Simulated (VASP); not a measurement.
# N (Cm) in VASP: a series of runs, part 2 of 2

VASP 6.6.1. The steps go on from the part before.

## 3. Single point, PBEsol (atom 1 (N) moved by (-0.225, +0.000) A along y and z)

Contents of INCAR:

```
SYSTEM = N
ALGO = Normal ; EDIFF = 1E-6
ENCUT = 520 ; GGA = PS
ISIF = 2 ; ISMEAR = 0
LASPH = .True. ; LCHARG = .False.
LREAL = .False. ; LWAVE = .False.
NBANDS = 18 ; NELM = 100
PREC = Accurate ; SIGMA = 0.05
```

Contents of KPOINTS:

```
k-points
0
Gamma
  6 6 4
  0 0 0
```

Contents of POSCAR:

```
N
1.0
    4.1672328106      0.0000000000      0.0000000000
   -2.0836164053      3.6089294775      0.0000000000
    0.0000000000      0.0000000000      7.0060035100
N
4
Direct
    0.3021606544      0.6043213087      0.3289300400
    0.3333333333      0.6666666667      0.1710699600
    0.6666666667      0.3333333333      0.8289300400
    0.6666666667      0.3333333333      0.6710699600
```

Potentials or basis: VASP PAW PBE potentials, release 64 (N).

Run with:

```sh
$ cat potpaw_PBE.64/N/POTCAR > POTCAR
$ mpirun -np 1 vasp_std > vasp.out
```

OUTCAR:

```text
SYSTEM = N
   EDIFF = 1E-6
   ENCUT = 520
   GGA = PS
   ISIF = 2
   ISMEAR = 0
   LASPH = .True.
   LREAL = .False.
   NELM = 100
   PREC = Accurate

 ion  position               nearest neighbor table
   1  0.302  0.604  0.329-   2 1.13
   2  0.333  0.667  0.171-   1 1.13
   3  0.667  0.333  0.829-   4 1.11
   4  0.667  0.333  0.671-   3 1.11

  LATTYP: Found a hexagonal cell.
 ALAT       =     4.1672328106
 C/A-ratio  =     1.6812124084

  Lattice vectors:

 A1 = (   4.1672328106,   0.0000000000,   0.0000000000)
 A2 = (  -2.0836164053,   3.6089294775,   0.0000000000)
 A3 = (   0.0000000000,   0.0000000000,   7.0060035100)

Analysis of symmetry for initial positions (statically):
=====================================================================
 Subroutine PRICEL returns:
 Original cell was already a primitive cell.
[... 162 lines left out ...]
   NGX = 15   NGY = 15   NGZ = 27

 number of electron      20.0000001 magnetization

 Free energy of the ion-electron system (eV)
  ---------------------------------------------------
  ext. energy  EPLUGINS =         0.00000000
  ---------------------------------------------------
  free energy    TOTEN  =       -34.11065570 eV

  energy without entropy =      -34.11065570  energy(sigma->0) =      -34.11065570

 E-fermi :  -6.4347     XC(G=0):  -5.8260

 val. band max:       -6.6818956171   @ k =   0.0000   0.0000   0.0000
 cond. band min:       0.1902402260   @ k =   0.3333   0.3333   0.0000
 fundamental gap:      6.8721358430
 Fermi energy:        -6.4347371027

 k-point     1 :       0.0000    0.0000    0.0000
  band No.  band energies     occupation
      1     -25.2571      2.00000
      2     -24.8791      2.00000
      3     -10.8892      2.00000
      4     -10.1434      2.00000
      5      -8.5073      2.00000
      6      -8.5001      2.00000
[... 481 lines left out ...]
      5      -8.7800      2.00000
      6      -8.5696      2.00000
[... 10 lines left out ...]
     17       6.1301      0.00000
     18       6.6412      0.00000

 [... further k-points ...]
[... 5 lines left out ...]
  --------------------------------------------------------------------------------------
  -------------------------------------------------------------------------------------
  Total        0.0362208     -0.1121684     -1.6349442      0.0000000      0.5055657      0.0000000
  in kB        0.5507720     -1.7056297    -24.8609092      0.0000000      7.6876154      0.0000000
  external PRESSURE =      -8.6719223 kB  Pullay stress =       0.0000000 kB

 VOLUME and BASIS-vectors are now :
 -----------------------------------------------------------------------------
  energy-cutoff  :      520.00
  volume of cell :      105.37
      direct lattice vectors                 reciprocal lattice vectors
     4.167232811  0.000000000  0.000000000     0.239967395  0.138545240  0.000000000
    -2.083616405  3.608929477  0.000000000     0.000000000  0.277090480  0.000000000
     0.000000000  0.000000000  7.006003510     0.000000000  0.000000000  0.142734727

 POSITION                                       TOTAL-FORCE (eV/Angst)
 -----------------------------------------------------------------------------------
      0.00000      2.18095      2.30449         0.000000      0.494015     -2.383938
     -0.00000      2.40595      1.19852        -0.000000     -0.486079      2.379370
      2.08362      1.20298      5.80749         0.000000      0.010664      0.897125
      2.08362      1.20298      4.70152         0.000000     -0.018600     -0.892558
 -----------------------------------------------------------------------------------
    total drift:                               -0.000000      0.000018     -0.000016

  FREE ENERGIE OF THE ION-ELECTRON SYSTEM (eV)
  ---------------------------------------------------
  free  energy   TOTEN  =       -34.1106556976 eV

  energy  without entropy=      -34.1106556976  energy(sigma->0) =      -34.11065570
```

Wall time 31 s (1 thread of AMD EPYC 9R45 (Zen 5), shared host); peak memory 0.2 GiB.

What came out:

```
Free energy            : -34.1107 eV
Pressure               : -0.9 GPa
Largest force          : 2.435 eV/Å
Band gap on the k mesh : 6.87 eV, indirect (least direct gap 7.12 eV)
```

Forces on the atoms (eV/Å):
```
N    0.000  0.494 -2.384
N    0.000 -0.486  2.379
N    0.000  0.011  0.897
N    0.000 -0.019 -0.893
```

Stress tensor (GPa, compression positive):
```
 0.06  0.00  0.00
 0.00 -0.17  0.77
 0.00  0.77 -2.49
```

Caveat: the cell differs from its parent crystal (atom 1 (N) moved by (-0.225, +0.000) A along y and z); the standard files for N, O and F lose accuracy on very short bonds; the PAW data sets were made with another functional, which shifts forces and pressure a little.

## 4. Single point, PBEsol (atom 1 (N) moved by (-0.225, +0.450) A along y and z)

Contents of INCAR:

```
SYSTEM = N
  PREC = Accurate
  ENCUT = 520
  EDIFF = 1E-7
  ISMEAR = 0
  SIGMA = 0.05
  LREAL = .FALSE.
  LASPH = .TRUE.
  NELM = 80
  ALGO = Normal
  ISIF = 2
  LWAVE = .FALSE.
  LCHARG = .FALSE.
  GGA = PS
  NBANDS = 18
```

Contents of KPOINTS:

```
Automatic mesh
0
G
  6 6 4
  0 0 0
```

POSCAR, as its differences from that of step 3:

```diff
@@ -8,3 +8,3 @@
 Direct
-    0.3021606544      0.6043213087      0.3289300400
+    0.3021606544      0.6043213087      0.3931606673
     0.3333333333      0.6666666667      0.1710699600
```

Run with:

```sh
$ cat potpaw_PBE.64/N/POTCAR > POTCAR
$ mpirun -np 1 vasp_std > vasp.out
```

It took 39 s on 1 thread of AMD EPYC 9R45 (Zen 5), shared host; peak memory 0.21 GiB.

It converged, with:

```yaml
Free_energy: -28.2938 eV
Pressure: -10.9 GPa
Largest_force: 14.534 eV/Å
Band_gap_on_the_k_mesh: 3.18 eV, indirect (least direct gap 3.27 eV)
```

Forces on the atoms (eV/Å):
```
N     0.000   2.098 -14.382
N     0.000  -2.076  14.335
N     0.000   0.005   0.968
N     0.000  -0.028  -0.921
```

Stress tensor (GPa, compression positive):
```
  0.18   0.00   0.00
  0.00  -0.67   4.84
  0.00   4.84 -32.20
```

Levels at points of the mesh, in eV from the valence-band top:
```
           k point  band 6  band 7  band 8  band 9  band 10  band 11  band 12  band 13  band 14  band 15
(0.00, 0.00, 0.00)   -2.96   -2.03   -0.58   -0.01     0.00     3.45     3.46     6.76     6.79     8.66
(0.50, 0.00, 0.00)   -3.02   -1.74   -0.83   -0.29    -0.09     3.20     3.37     6.21     6.72     9.03
(0.00, 0.50, 0.00)   -3.03   -1.75   -0.78   -0.33    -0.09     3.18     3.37     6.23     6.74     8.95
(0.00, 0.00, 0.50)   -2.96   -1.69   -0.84   -0.01    -0.01     3.46     3.48     6.75     6.77     8.08
(0.50, 0.00, 0.50)   -3.02   -1.63   -0.91   -0.41    -0.11     3.27     3.41     6.35     6.67     8.58
(0.00, 0.50, 0.50)   -3.02   -1.62   -0.86   -0.44    -0.11     3.23     3.42     6.32     6.68     8.57
```

Caveat: the cell differs from its parent crystal (atom 1 (N) moved by (-0.225, +0.450) A along y and z); the standard files for N, O and F lose accuracy on very short bonds; the PAW data sets were made with another functional, which shifts forces and pressure a little. A k mesh can miss the band edges.
